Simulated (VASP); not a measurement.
# ZrC (P6_3/mmc) in VASP: a series of runs

ZrC is run at these levels: PBE; tasks: single point.

Program: VASP 6.6.1. These are calculated values, not measurements. Logs are shortened: lines on timing, memory, paths and dates and some standing lists are left out, and cuts for length are marked.

## Step 1: The cell of the first run

The structure is hexagonal, space group P6_3/mmc (No. 194). Conventional cell: a = 3.177 Å, b = 3.177 Å, c = 5.965 Å, α = 90.00°, β = 90.00°, γ = 120.00°. Zr (site symmetry -6m2) has 6 C at 2.36 Å and 6 Zr at 3.18 Å within 3.2 Å. Within 3.2 Å of C (site symmetry -3m) lie 6 Zr at 2.36 Å and 8 C at 2.98 to 3.18 Å.

## Step 2: Single point, PBE

INCAR reads:

```
SYSTEM = ZrC
PREC = Accurate
ENCUT = 520
EDIFF = 1E-7
ISMEAR = 0
SIGMA = 0.15
LREAL = .False.
LASPH = .True.
NELM = 80
ALGO = Normal
ISIF = 2
LWAVE = .False.
LCHARG = .True.
GGA = PE
LELF = .True.
LVHAR = .True.
NBANDS = 24
```

KPOINTS reads:

```
Automatic mesh
0
Gamma
  18 18 10
  0 0 0
```

POSCAR reads:

```
ZrC
1.0
    3.1767123203      0.0000000000      0.0000000000
   -1.5883561601      2.7511135699      0.0000000000
    0.0000000000      0.0000000000      5.9649982331
Zr C
2 2
Direct
    0.3333333333      0.6666666667      0.2500000000
    0.6666666667      0.3333333333      0.7500000000
    0.0000000000      0.0000000000      0.0000000000
    0.0000000000      0.0000000000      0.5000000000
```

Potentials or basis: VASP PAW PBE potentials, release 64 (Zr_sv, C).

On the command line:

```console
$ cat potpaw_PBE.64/Zr_sv/POTCAR potpaw_PBE.64/C/POTCAR > POTCAR
$ mpirun -np 1 vasp_std > vasp.out
```

OUTCAR:

```text
SYSTEM = ZrC
   PREC = Accurate
   ENCUT = 520
   EDIFF = 1E-7
   ISMEAR = 0
   LREAL = .False.
   LASPH = .True.
   NELM = 80
   ISIF = 2
   GGA = PE

 ion  position               nearest neighbor table
   1  0.333  0.667  0.250-   3 2.36   4 2.36   3 2.36   4 2.36   3 2.36   4 2.36   2 3.50   2 3.50
                             2 3.50   2 3.50   2 3.50   2 3.50
   2  0.667  0.333  0.750-   3 2.36   4 2.36   3 2.36   4 2.36   3 2.36   4 2.36   1 3.50   1 3.50
                             1 3.50   1 3.50   1 3.50   1 3.50
   3  0.000  0.000  0.000-   1 2.36   2 2.36   1 2.36   2 2.36   2 2.36   1 2.36
   4  0.000  0.000  0.500-   1 2.36   2 2.36   1 2.36   2 2.36   2 2.36   1 2.36

  LATTYP: Found a hexagonal cell.
 ALAT       =     3.1767123203
 C/A-ratio  =     1.8777269175

  Lattice vectors:

 A1 = (   3.1767123203,   0.0000000000,   0.0000000000)
 A2 = (  -1.5883561601,   2.7511135699,   0.0000000000)
 A3 = (   0.0000000000,   0.0000000000,   5.9649982331)

Analysis of symmetry for initial positions (statically):
=====================================================================
 Subroutine PRICEL returns:
 Original cell was already a primitive cell.

 Routine SETGRP: Setting up the symmetry group for a
 hexagonal supercell.

 Subroutine GETGRP returns: Found 24 space group operations
 (whereof 12 operations were pure point group operations)
 out of a pool of 24 trial point group operations.

The static configuration has the point symmetry D_3d.
 The point group associated with its full space group is D_6h.

Analysis of symmetry for dynamics (positions and initial velocities):
=====================================================================
 Subroutine PRICEL returns:
 Original cell was already a primitive cell.

 Routine SETGRP: Setting up the symmetry group for a
 hexagonal supercell.

 Subroutine GETGRP returns: Found 24 space group operations
 (whereof 12 operations were pure point group operations)
 out of a pool of 24 trial point group operations.

The dynamic configuration has the point symmetry D_3d.
 The point group associated with its full space group is D_6h.

 Subroutine INISYM returns: Found 24 space group operations
 (whereof 12 operations are pure point group operations),
 and found     1 'primitive' translations

----------------------------------------------------------------------------------------

                                     Primitive cell

  volume of cell :      52.1311

  direct lattice vectors                    reciprocal lattice vectors
     3.176712320  0.000000000  0.000000000     0.314790859  0.181744587  0.000000000
    -1.588356160  2.751113570  0.000000000     0.000000000  0.363489174  0.000000000
     0.000000000  0.000000000  5.964998233     0.000000000  0.000000000  0.167644643

  length of vectors
     3.176712320  3.176712320  5.964998233     0.363489174  0.363489174  0.167644643

  position of ions in fractional coordinates (direct lattice)
     0.333333333  0.666666667  0.250000000
     0.666666667  0.333333333  0.750000000
     0.000000000  0.000000000  0.000000000
     0.000000000  0.000000000  0.500000000

  ion indices of the primitive-cell ions
   primitive index   ion index
                 1           1
                 2           2
                 3           3
                 4           4

----------------------------------------------------------------------------------------

 KPOINTS: Automatic mesh

Automatic generation of k-mesh.
 Grid dimensions read from file:
 generate k-points for:   18   18   10

 Generating k-lattice:

  Cartesian coordinates                     Fractional coordinates (reciprocal lattice)
     0.017488381  0.010096922  0.000000000     0.055555556  0.000000000  0.000000000
     0.000000000  0.020193843  0.000000000     0.000000000  0.055555556  0.000000000
     0.000000000  0.000000000  0.016764464     0.000000000  0.000000000  0.100000000

  Length of vectors
     0.020193843  0.020193843  0.016764464

  Shift w.r.t. Gamma in fractional coordinates (k-lattice)
     0.000000000  0.000000000  0.000000000

 Subroutine IBZKPT returns following result:
 ===========================================

 Found    222 irreducible k-points:

 Following reciprocal coordinates:
            Coordinates               Weight
  0.000000  0.000000  0.000000      1.000000
  0.055556 -0.000000  0.000000      6.000000
  0.111111 -0.000000  0.000000      6.000000
  0.166667 -0.000000  0.000000      6.000000
  0.222222 -0.000000  0.000000      6.000000
  0.277778  0.000000  0.000000      6.000000
[... 16 lines left out ...]
  0.333333  0.111111  0.000000     12.000000
  0.388889  0.111111  0.000000     12.000000
 [... further k-points ...]
   k-points           NKPTS =    222   k-points in BZ     NKDIM =    222   number of bands    NBANDS=     24
   number of dos      NEDOS =    301   number of ions     NIONS =      4
   total plane-waves  NPLWV =  27648
   dimension x,y,z NGX =    24 NGY =   24 NGZ =   48
   dimension x,y,z NGXF=    48 NGYF=   48 NGZF=   96
   ions per type =               2   2
   NGX,Y,Z   is equivalent  to a cutoff of  12.56, 12.56, 13.38 a.u.
   NGXF,Y,Z  is equivalent  to a cutoff of  25.12, 25.12, 26.76 a.u.
 SYSTEM =  ZrC
   PREC   = accura    normal or accurate (medium, high low for compatibility)
   ISTART =      0    job   : 0-new  1-cont  2-samecut
   ICHARG =      2    charge: 1-file 2-atom 10-const
   ISPIN  =      1    spin polarized calculation?
   LNONCOLLINEAR =      F non collinear calculations
   LSORBIT =      F    spin-orbit coupling
   LASPH  =      T    aspherical Exc in radial PAW
   ENCUT  =  520.0 eV  38.22 Ry    6.18 a.u.   5.91  5.91 11.09*2*pi/ulx,y,z
   NELM   =     80;   NELMIN=  2; NELMDL= -5     # of ELM steps
   EDIFF  = 0.1E-06   stopping-criterion for ELM
   LREAL  =      F    real-space projection
   EDIFFG = 0.1E-05   stopping-criterion for IOM
   NSW    =      0    number of steps for IOM
   IBRION =     -1    ionic relax: 0-MD 1-quasi-New 2-CG
   NFREE  =      0    steps in history (QN), initial steepest desc. (CG)
   ISIF   =      2    stress and relaxation
   ISYM   =      2    0-nonsym 1-usesym 2-fastsym
   POTIM  = 0.5000    time-step for ionic-motion
   TEBEG  =    0.0;   TEEND  =   0.0 temperature during run
   PSTRESS=    0.0 pullay stress
   NELECT =      32.0000    total number of electrons
   NUPDOWN=      -1.0000    fix difference up-down
   EMIN   =  10.00;   EMAX   =-10.00  energy-range for DOS
   EFERMI =   0.00;   METHOD = LEGACY
   ISMEAR =     0;   SIGMA  =   0.15  broadening in eV -4-tet -1-fermi 0-gaus
   EFERMI_NEDOS =   21; number of points for ismear=-14 and -15
   IALGO  =     38    algorithm
   IMIX   =      4    mixing-type and parameters
     AMIX     =   0.40;   BMIX     =  1.00
     AMIX_MAG =   1.60;   BMIX_MAG =  1.00
  volume/ion in A,a.u.               =      13.03        87.95
  Fermi-wavevector in a.u.,A,eV,Ry     =   1.391316  2.629207 26.337633  1.935761
  Thomas-Fermi vector in A             =   2.515167
   LORBIT       =      0    0 simple, 1 ext, 2 COOP (PROOUT), +10 PAW based schemes
   GGA     = PE    functional components
   LHFCALC =     F    Hartree Fock is set to
   AEXX    =    0.0000 exact exchange contribution
   IVDW    =     0    specifies the selected vdW correction
   LEPSILON=     F    determine dielectric tensor
   LRPA    =     F    only Hartree local field effects (RPA)
 non-spin polarized calculation
 Gauss-broadening in eV      SIGMA  =   0.15
  energy-cutoff  :      520.00
  volume of cell :       52.13
 maximum number of plane-waves:      1432
 NGX is ok and might be reduce to    24

 number of electron      32.0000002 magnetization

 Free energy of the ion-electron system (eV)
  ---------------------------------------------------
  ext. energy  EPLUGINS =         0.00000000
  ---------------------------------------------------
  free energy    TOTEN  =       -37.53682475 eV

  energy without entropy =      -37.52722121  energy(sigma->0) =      -37.53202298

 E-fermi :   9.6200     XC(G=0): -12.1146

 val. band max:        9.6171614176   @ k =   0.2222   0.1667   0.1000
 cond. band min:       9.6292636684   @ k =   0.1667   0.1111   0.1000
 fundamental gap:      0.0121022507
 Fermi energy:         9.6200077470

 k-point     1 :       0.0000    0.0000    0.0000
  band No.  band energies     occupation
      1     -38.5681      2.00000
      2     -38.5135      2.00000
      3     -16.9758      2.00000
      4     -16.3509      2.00000
      5     -16.2416      2.00000
      6     -16.2416      2.00000
[... 16 lines left out ...]
     23      15.1402      0.00000
     24      16.1048      0.00000

 k-point     2 :       0.0556   -0.0000    0.0000
  band No.  band energies     occupation
      1     -38.5643      2.00000
      2     -38.5105      2.00000
      3     -16.9659      2.00000
      4     -16.3496      2.00000
      5     -16.2716      2.00000
      6     -16.2501      2.00000
[... 16 lines left out ...]
     23      15.3607      0.00000
     24      16.0033      0.00000

 k-point     3 :       0.1111   -0.0000    0.0000
  band No.  band energies     occupation
      1     -38.5536      2.00000
      2     -38.5019      2.00000
      3     -16.9371      2.00000
      4     -16.3580      2.00000
      5     -16.3462      2.00000
      6     -16.3199      2.00000
[... 16 lines left out ...]
     23      15.6037      0.00000
     24      15.9486      0.00000
[... 514 lines left out ...]
 k-point    23 :       0.3333    0.1111    0.0000
  band No.  band energies     occupation
      1     -38.4487      2.00000
      2     -38.4255      2.00000
      3     -17.0603      2.00000
      4     -16.9630      2.00000
      5     -16.6175      2.00000
      6     -16.5121      2.00000
[... 16 lines left out ...]
     23      15.1329      0.00000
     24      16.0522      0.00000

 k-point    24 :       0.3889    0.1111    0.0000
  band No.  band energies     occupation
      1     -38.4367      2.00000
      2     -38.4188      2.00000
      3     -17.1291      2.00000
      4     -17.0214      2.00000
      5     -16.5697      2.00000
      6     -16.5386      2.00000
[... 16 lines left out ...]
     23      15.2742      0.00000
     24      16.1501      0.00000

 [... further k-points ...]

------------------------ aborting loop because EDIFF is reached ----------------------------------------

  FORCE on cell =-STRESS in cart. coord.  units (eV):
  Direction    XX          YY          ZZ          XY          YZ          ZX
  --------------------------------------------------------------------------------------
  -------------------------------------------------------------------------------------
  Total        4.5597856      4.5597856     -8.9325335      0.0000000      0.0000000      0.0000000
  in kB      140.1387630    140.1387630   -274.5291783      0.0000000      0.0000000      0.0000000
  external PRESSURE =       1.9161159 kB  Pullay stress =       0.0000000 kB

 VOLUME and BASIS-vectors are now :
 -----------------------------------------------------------------------------
  energy-cutoff  :      520.00
  volume of cell :       52.13
      direct lattice vectors                 reciprocal lattice vectors
     3.176712320  0.000000000  0.000000000     0.314790859  0.181744587  0.000000000
    -1.588356160  2.751113570  0.000000000     0.000000000  0.363489174  0.000000000
     0.000000000  0.000000000  5.964998233     0.000000000  0.000000000  0.167644643

 POSITION                                       TOTAL-FORCE (eV/Angst)
 -----------------------------------------------------------------------------------
     -0.00000      1.83408      1.49125        -0.000000      0.000000      0.000000
      1.58836      0.91704      4.47375         0.000000      0.000000      0.000000
      0.00000      0.00000      0.00000         0.000000      0.000000      0.000000
      0.00000      0.00000      2.98250         0.000000      0.000000      0.000000
 -----------------------------------------------------------------------------------
    total drift:                                0.000000     -0.000000      0.000000

  FREE ENERGIE OF THE ION-ELECTRON SYSTEM (eV)
  ---------------------------------------------------
  free  energy   TOTEN  =       -37.5368247506 eV

  energy  without entropy=      -37.5272212062  energy(sigma->0) =      -37.53202298
```

Run time: 6.3 min. Hardware: 1 thread of Intel Xeon 8259CL, shared host; peak memory 0.35 GiB.

Results:

```yaml
Free_energy: -37.5368 eV
Pressure: 0.2 GPa
Band_gap_on_the_k_mesh: zero (bands 16 and 17 overlap by 0.44 eV)
```

Caveat: the stress differs along the axes, from -27 to 14 GPa.

## Step 3: Single point, PBE

This run uses another cell than the first one, of the same volume but with other edges.

INCAR reads:

```
PREC = Accurate
ENCUT = 520
EDIFF = 1E-7
ISMEAR = 0
SIGMA = 0.15
LREAL = False
LASPH = True
NELM = 100
ALGO = Normal
ISIF = 2
LWAVE = False
LCHARG = False
GGA = PE
NBANDS = 24
```

KPOINTS reads:

```
regular mesh
0
Gamma
  18 18 10
```

POSCAR reads:

```
ZrC
1.0
    3.3213032951      0.0000000000      0.0000000000
   -1.6606516475      2.8763330272      0.0000000000
    0.0000000000      0.0000000000      5.4569380237
Zr C
2 2
Direct
    0.3333333333      0.6666666667      0.2500000000
    0.6666666667      0.3333333333      0.7500000000
    0.0000000000      0.0000000000      0.0000000000
    0.0000000000      0.0000000000      0.5000000000
```

Potentials or basis: VASP PAW PBE potentials, release 64 (Zr_sv, C).

On the command line:

```console
$ cat potpaw_PBE.64/Zr_sv/POTCAR potpaw_PBE.64/C/POTCAR > POTCAR
$ mpirun -np 1 vasp_std > vasp.out
```

OUTCAR:

```text
PREC = Accurate
   ENCUT = 520
   EDIFF = 1E-7
   ISMEAR = 0
   LREAL = False
   LASPH = True
   NELM = 100
   ISIF = 2
   GGA = PE

 ion  position               nearest neighbor table
   1  0.333  0.667  0.250-   3 2.35   4 2.35   3 2.35   4 2.35   3 2.35   4 2.35   2 3.33   2 3.33
                             2 3.33   2 3.33   2 3.33   2 3.33
   2  0.667  0.333  0.750-   3 2.35   4 2.35   3 2.35   4 2.35   3 2.35   4 2.35   1 3.33   1 3.33
                             1 3.33   1 3.33   1 3.33   1 3.33
   3  0.000  0.000  0.000-   1 2.35   2 2.35   1 2.35   2 2.35   2 2.35   1 2.35
   4  0.000  0.000  0.500-   1 2.35   2 2.35   1 2.35   2 2.35   2 2.35   1 2.35

  LATTYP: Found a hexagonal cell.
 ALAT       =     3.3213032951
 C/A-ratio  =     1.6430110528

  Lattice vectors:

 A1 = (   3.3213032951,   0.0000000000,   0.0000000000)
 A2 = (  -1.6606516475,   2.8763330272,   0.0000000000)
 A3 = (   0.0000000000,   0.0000000000,   5.4569380237)

Analysis of symmetry for initial positions (statically):
=====================================================================
 Subroutine PRICEL returns:
 Original cell was already a primitive cell.

 Routine SETGRP: Setting up the symmetry group for a
 hexagonal supercell.

 Subroutine GETGRP returns: Found 24 space group operations
 (whereof 12 operations were pure point group operations)
 out of a pool of 24 trial point group operations.

The static configuration has the point symmetry D_3d.
 The point group associated with its full space group is D_6h.

Analysis of symmetry for dynamics (positions and initial velocities):
=====================================================================
 Subroutine PRICEL returns:
 Original cell was already a primitive cell.

 Routine SETGRP: Setting up the symmetry group for a
 hexagonal supercell.

 Subroutine GETGRP returns: Found 24 space group operations
 (whereof 12 operations were pure point group operations)
[... 125 lines left out ...]
   IMIX   =      4    mixing-type and parameters
     AMIX     =   0.40;   BMIX     =  1.00
     AMIX_MAG =   1.60;   BMIX_MAG =  1.00
  volume/ion in A,a.u.               =      13.03        87.95
  Fermi-wavevector in a.u.,A,eV,Ry     =   1.391316  2.629207 26.337633  1.935761
  Thomas-Fermi vector in A             =   2.515167
   LORBIT       =      0    0 simple, 1 ext, 2 COOP (PROOUT), +10 PAW based schemes
   GGA     = PE    functional components
   LHFCALC =     F    Hartree Fock is set to
   AEXX    =    0.0000 exact exchange contribution
   IVDW    =     0    specifies the selected vdW correction
   LEPSILON=     F    determine dielectric tensor
   LRPA    =     F    only Hartree local field effects (RPA)
 non-spin polarized calculation
 Gauss-broadening in eV      SIGMA  =   0.15
  energy-cutoff  :      520.00
  volume of cell :       52.13
 maximum number of plane-waves:      1422
 NGX is ok and might be reduce to    28

 number of electron      32.0000000 magnetization

 Free energy of the ion-electron system (eV)
  ---------------------------------------------------
  ext. energy  EPLUGINS =         0.00000000
  ---------------------------------------------------
  free energy    TOTEN  =       -38.21611348 eV

  energy without entropy =      -38.20929890  energy(sigma->0) =      -38.21270619

 E-fermi :   9.8718     XC(G=0): -12.1130

 val. band max:        9.8644321700   @ k =   0.2222   0.1667   0.3000
 cond. band min:       9.9145699597   @ k =   0.2778   0.2778   0.0000
 fundamental gap:      0.0501377897
 Fermi energy:         9.8718111554

 k-point     1 :       0.0000    0.0000    0.0000
  band No.  band energies     occupation
      1     -38.4785      2.00000
      2     -38.3810      2.00000
      3     -17.0139      2.00000
      4     -16.2819      2.00000
      5     -16.2819      2.00000
      6     -16.2070      2.00000
[... 637 lines left out ...]
     23      15.3904      0.00000
     24      15.6857      0.00000

 [... further k-points ...]

------------------------ aborting loop because EDIFF is reached ----------------------------------------

  FORCE on cell =-STRESS in cart. coord.  units (eV):
  Direction    XX          YY          ZZ          XY          YZ          ZX
  --------------------------------------------------------------------------------------
  -------------------------------------------------------------------------------------
  Total        1.0213805      1.0213805     -1.5950246      0.0000000      0.0000000     -0.0000000
  in kB       31.3907298     31.3907298    -49.0208960      0.0000000      0.0000000     -0.0000000
  external PRESSURE =       4.5868546 kB  Pullay stress =       0.0000000 kB

 VOLUME and BASIS-vectors are now :
 -----------------------------------------------------------------------------
  energy-cutoff  :      520.00
  volume of cell :       52.13
      direct lattice vectors                 reciprocal lattice vectors
     3.321303295  0.000000000  0.000000000     0.301086625  0.173832444  0.000000000
    -1.660651647  2.876333027  0.000000000     0.000000000  0.347664888  0.000000000
     0.000000000  0.000000000  5.456938024     0.000000000  0.000000000  0.183252952

 POSITION                                       TOTAL-FORCE (eV/Angst)
 -----------------------------------------------------------------------------------
     -0.00000      1.91756      1.36423         0.000000     -0.000000      0.000000
      1.66065      0.95878      4.09270        -0.000000      0.000000      0.000000
      0.00000      0.00000      0.00000         0.000000      0.000000      0.000000
      0.00000      0.00000      2.72847         0.000000      0.000000      0.000000
 -----------------------------------------------------------------------------------
    total drift:                               -0.000000      0.000000     -0.000000

  FREE ENERGIE OF THE ION-ELECTRON SYSTEM (eV)
  ---------------------------------------------------
  free  energy   TOTEN  =       -38.2161134814 eV

  energy  without entropy=      -38.2092989045  energy(sigma->0) =      -38.21270619
```

stdout:

```text
POSCAR found type information on POSCAR ZrC
 POSCAR found :  2 types and       4 ions
 scaLAPACK will be used
 LDA part: xc-table for (Slater+PW92), standard interpolation
 POSCAR, INCAR and KPOINTS ok, starting setup
 FFT: planning ... GRIDC
 FFT: planning ... GRID_SOFT
 FFT: planning ... GRID
 WAVECAR not read
 entering main loop
```

Wall time 9.1 min (1 thread of Intel Xeon 8259CL, shared host); peak memory 0.35 GiB.

What came out:

```
Free energy            : -38.2161 eV
Pressure               : 0.5 GPa
Band gap on the k mesh : zero (bands 16 and 17 overlap by 1.10 eV)
```

Caveat: the stress differs along the axes, from -5 to 3 GPa.

The gap in the log of VASP goes by the Fermi energy; the results here count the filled bands.